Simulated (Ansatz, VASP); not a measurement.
**Ag in VASP and in Ansatz**

```
Ag
1.0
     2.96227    0.00016    0.00003
    -1.48100    2.56461    0.00002
     0.00006    0.00006    4.90607
Ag
2
Direct
  0.32555 0.70195 0.26371
  0.65954 0.36924 0.76374
```

Alike in both runs: functional RPBE; k mesh 9 × 9 × 5; occupations fermi-dirac, width 0.05 eV; no spin polarisation.

Ansatz relaxed the structure, and its values are those at the end. VASP's run is a single point on that final structure, the one shown.

```csv
,VASP,Ansatz
version,VASP 6.6.1,Ansatz 0.2.0
potentials or method,"VASP PAW PBE potentials, release 64 (Ag), cutoff 520 eV","all-electron LAPW, scalar-relativistic"
```

|  | VASP | Ansatz | Ansatz less VASP |
| --- | --- | --- | --- |
| pressure (GPa) | -0.1 | 0.0 | +0.06 |

VASP's potentials were made for PBE, not for RPBE. Ansatz ran all-electron here, and VASP with PAW potentials.
